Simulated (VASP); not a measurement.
Zr: single point with PBE

The system is Zr.

```xyz
2
Lattice="3.3290 0.0000 0.0000 -1.6645 2.8830 0.0000 0.0000 0.0000 5.1470" Properties=species:S:1:pos:R:3 pbc="T T T"
Zr    0.0000    1.9220    1.2868
Zr    1.6645    0.9610    3.8603
```

This cell differs from its parent crystal: strain +0.030 along x and y, +0.000 along z.

```json
{
 "Program": "VASP 6.6.1",
 "Task": "single point",
 "Functional": "PBE",
 "Potentials or basis": "VASP PAW PBE potentials, release 64 (Zr_sv)",
 "Cutoff": "520 eV",
 "k mesh": "18 × 18 × 10",
 "Occupations": "gaussian, width 0.15 eV",
 "Spin": "no spin polarisation"
}
```

```yaml
Pressure: -4.5 GPa
Band_gap_on_the_k_mesh: zero (band 12 reaches 9.22 eV, above the bottom of band 13 at 8.08 eV)
```

Stress tensor (GPa, compression positive):
```
-5.39  0.00  0.00
 0.00 -5.39  0.00
 0.00  0.00 -2.77
```

Levels at points of the mesh, in eV from the Fermi level:
| k point | band 8 | band 9 | band 10 | band 11 | band 12 | band 13 | band 14 | band 15 | band 16 | band 17 |
| --- | --- | --- | --- | --- | --- | --- | --- | --- | --- | --- |
| (0.00, 0.00, 0.00) | -26.55 | -5.55 | -2.87 | 0.79 | 0.79 | 1.19 | 1.20 | 1.49 | 1.49 | 1.82 |
| (0.50, 0.00, 0.00) | -26.65 | -2.46 | -2.38 | -1.94 | -0.43 | 0.36 | 0.85 | 1.50 | 4.38 | 4.81 |
| (0.00, 0.00, 0.50) | -26.64 | -3.85 | -3.85 | 0.16 | 0.16 | 0.64 | 0.64 | 0.64 | 0.64 | 3.69 |
| (0.50, 0.00, 0.50) | -26.75 | -2.70 | -2.70 | -0.89 | -0.89 | 1.40 | 1.40 | 1.97 | 1.97 | 4.63 |

Wall time 6 min on 1 thread of Intel Xeon 6975P-C (shared host), peak memory 0.3 GiB.

Caveat: the cell differs from its parent crystal (strain +0.030 along x and y, +0.000 along z).
